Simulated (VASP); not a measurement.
Set up this calculation in VASP 6.6.1, as the native input.

| Property | Result |
| --- | --- |
| Task | electric field gradients |
| Functional | PBE |
| Potentials or basis | VASP PAW PBE potentials, release 64 (Pb_d, S) |
| Cutoff | 400 eV |
| k mesh | 4 × 4 × 4 |
| Occupations | gaussian, width 0.1 eV |
| Spin | no spin polarisation |
| Dipole correction | no |
| Further INCAR settings | ALGO = Normal; EDIFF = 1e-08; NBANDS = 17 |

The structure of PbS lies in POSCAR:

```
PbS
1.0
    3.6536590000      0.0000000000      0.0000000000
    0.0000000000      3.6536590000      0.0000000000
    0.0000000000      0.0000000000      3.6536590000
Pb S
1 1
Direct
    0.0000000000      0.0000000000      0.0000000000
    0.5000000000      0.5000000000      0.5000000000
```

These files were run (other wordings do the same):

INCAR

```
PREC = Accurate
ENCUT = 400
EDIFF = 1E-8
ISMEAR = 0
SIGMA = 0.1
LREAL = False
LASPH = True
NELM = 120
ALGO = Normal
ISIF = 2
LWAVE = False
LCHARG = False
GGA = PE
LEFG = True
NBANDS = 17
GGA_COMPAT = False
```

KPOINTS

```
regular mesh
0
Gamma
  4 4 4
```

Potentials or basis: VASP PAW PBE potentials, release 64 (Pb_d, S).

Run with:

```bash
$ cat potpaw_PBE.64/Pb_d/POTCAR potpaw_PBE.64/S/POTCAR > POTCAR
$ mpirun -np 1 vasp_std > vasp.out
```

Results of the run:

```yaml
Pressure: -0.6 GPa
Band_gap_on_the_k_mesh: zero (band 10 reaches 6.00 eV, above the bottom of band 11 at 5.64 eV)
```

Caveat: the k points lie up to 0.43 Å⁻¹ apart; without QUAD_EFG the Cq values of the log hold for a quadrupole moment of 1 mb, not for the nuclei; spin-orbit coupling is left out, which moves the levels of the heavy elements.

Run time: 6.8 s on 1 thread of Intel(R) Xeon(R) Platinum 8488C (Sapphire Rapids), with other jobs on the host, peak memory 0.13 GiB.
